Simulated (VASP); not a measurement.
Write the native input for VASP 6.6.1 that does the following.

- Task: single point
- Functional: r2SCAN
- Potentials or basis: VASP PAW PBE potentials, release 64 (Rh_pv)
- Cutoff: 520 eV
- k mesh: 24 × 24 × 24
- Occupations: fermi-dirac, width 0.15 eV
- Spin: no spin polarisation
- Dipole correction: no
- Further INCAR settings: ALGO = Normal; EDIFF = 1e-06; NBANDS = 14

Crystal: Rh.

```xyz
1
Lattice="0.0000 1.9021 1.9021 1.9021 0.0000 1.9021 1.9021 1.9021 0.0000" Properties=species:S:1:pos:R:3 pbc="T T T"
Rh    0.0000    0.0000    0.0000
```

The input as run:

POSCAR

```
Rh
1.0
    0.0000000000      1.9021258534      1.9021258534
    1.9021258534      0.0000000000      1.9021258534
    1.9021258534      1.9021258534      0.0000000000
Rh
1
Direct
    0.0000000000      0.0000000000      0.0000000000
```

INCAR.step1

```
SYSTEM = Rh
  ALGO = Normal
  EDIFF = 1E-4
  ENCUT = 520
  GGA = PE
  ISMEAR = -1
  LASPH = .True.
  LCHARG = .False.
  LREAL = .False.
  LWAVE = .True.
  NBANDS = 14
  NELM = 60
  PREC = Accurate
  SIGMA = 0.15
```

INCAR.step2

```
SYSTEM = Rh
  ALGO = Normal
  EDIFF = 1E-6
  ENCUT = 520
  ISIF = 2
  ISMEAR = -1
  ISTART = 1
  LASPH = .True.
  LCHARG = .False.
  LMIXTAU = .True.
  LREAL = .False.
  LWAVE = .False.
  METAGGA = R2SCAN
  NBANDS = 14
  NELM = 60
  PREC = Accurate
  SIGMA = 0.15
```

KPOINTS

```
k-points
0
Gamma
  24 24 24
  0 0 0
```

Potentials or basis: VASP PAW PBE potentials, release 64 (Rh_pv).

Command:

```console
$ cat potpaw_PBE.64/Rh_pv/POTCAR > POTCAR
$ cp INCAR.step1 INCAR
$ mpirun -np 1 vasp_std > vasp.out
$ cp INCAR.step2 INCAR
$ mpirun -np 1 vasp_std > vasp.out
```

It gave:

The pressure is 1.1 GPa.

Caveat: the PAW data sets were made with another functional, which shifts forces and pressure a little.

Wall time 4 min on 1 thread of Intel(R) Xeon(R) Platinum 8259CL CPU @ 2.50GHz (Skylake/Cascade Lake), on a shared host, peak memory 0.19 GiB.
